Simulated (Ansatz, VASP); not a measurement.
# One calculation of PbO, two programs

```
Pb O
1.0
     3.90500    0.00000    0.00000
     0.00000    3.90500    0.00000
     0.00000    0.00000   30.74933
Pb O
2 2
Direct
  0.50000 0.00000 0.46211
  0.00000 0.50000 0.53789
  0.00000 0.00000 0.50000
  0.50000 0.50000 0.50000
```

Alike in both runs: task single point; functional PBE; dispersion D3(BJ); k mesh 6 × 6 × 1; occupations gaussian, width 0.02 eV; no spin polarisation.

|  | VASP | Ansatz |
| --- | --- | --- |
| version | VASP 6.6.1 | Ansatz 0.2.0 |
| potentials or method | VASP PAW PBE potentials, release 64 (Pb_d, O), cutoff 520 eV | scalar-relativistic, plane waves, PAW |
| valence electrons in the cell | 40 | 40 |

VASP gave:

| Property | Result |
| --- | --- |
| gap on the k mesh at the Fermi level (eV) | 2.69 |
| least direct gap on the mesh (eV) | 2.69 |
| rms of the force components (eV/Å) | 0.619 |

Task: Estimate Ansatz's values.

Result: gap on the k mesh at the Fermi level (eV): 2.72; least direct gap on the mesh (eV): 2.72; rms of the force components (eV/Å): 0.597.

Neither program's run includes spin-orbit coupling.
